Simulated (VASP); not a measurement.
A run of VASP 6.6.1:

INCAR

```
SYSTEM = Cu6H
PREC     = Accurate       ! precision mode
ENCUT    = 520            ! plane-wave cutoff, eV
EDIFF    = 1E-7           ! SCF threshold, eV
ISMEAR   = 0              ! smearing method
SIGMA    = 0.1            ! smearing width, eV
LREAL    = .FALSE.        ! projectors in reciprocal space
LASPH    = .TRUE.         ! aspherical terms in the spheres
NELM     = 100            ! most SCF steps
ALGO     = Fast           ! electronic algorithm
ISIF     = 2              ! what is computed and relaxed
LWAVE    = .FALSE.        ! write WAVECAR
LCHARG   = .FALSE.        ! write CHGCAR
LDIPOL   = .TRUE.       
IDIPOL   = 3            
DIPOL    = 0.5 0.5 0.282
GGA      = PE             ! functional
NBANDS   = 80             ! bands
```

The input KPOINTS:

```
Automatic mesh
0
G
  5 5 1
  0 0 0
```

The input POSCAR:

```
Cu6H
1.0
    5.1332392722      0.0000000000      0.0000000000
    0.0000000000      5.1332392722      0.0000000000
    0.0000000000      0.0000000000     21.5289058579
Cu H
12 2
Direct
    0.2500000000      0.2500000000      0.1857967157
    0.2500000000      0.7500000000      0.1857967157
    0.7500000000      0.2500000000      0.1857967157
    0.7500000000      0.7500000000      0.1857967157
    0.0000000000      0.0000000000      0.2677566944
    0.0000000000      0.5000000000      0.2677566944
    0.5000000000      0.0000000000      0.2677566944
    0.5000000000      0.5000000000      0.2677566944
    0.2500000000      0.2500000000      0.3497114952
    0.2500000000      0.7500000000      0.3497114952
    0.7500000000      0.2500000000      0.3497114952
    0.7500000000      0.7500000000      0.3497114952
    0.1349654246      1.0000000000      0.3706136257
    0.3650345754      1.0000000000      0.3706136257
```

Potentials or basis: VASP PAW PBE potentials, release 64 (Cu, H).

Run with:

```bash
$ cat potpaw_PBE.64/Cu/POTCAR potpaw_PBE.64/H/POTCAR > POTCAR
$ mpirun -np 1 vasp_std > vasp.out
```

Hardware: 1 thread of Oxide Virtual Turin-like Processor, with other jobs on the host.

Estimate the wall time of this run.

Run time: 18 min on 1 thread of Oxide Virtual Turin-like Processor, with other jobs on the host, peak memory 0.67 GiB. Counts: scf iterations 31, k points 9.
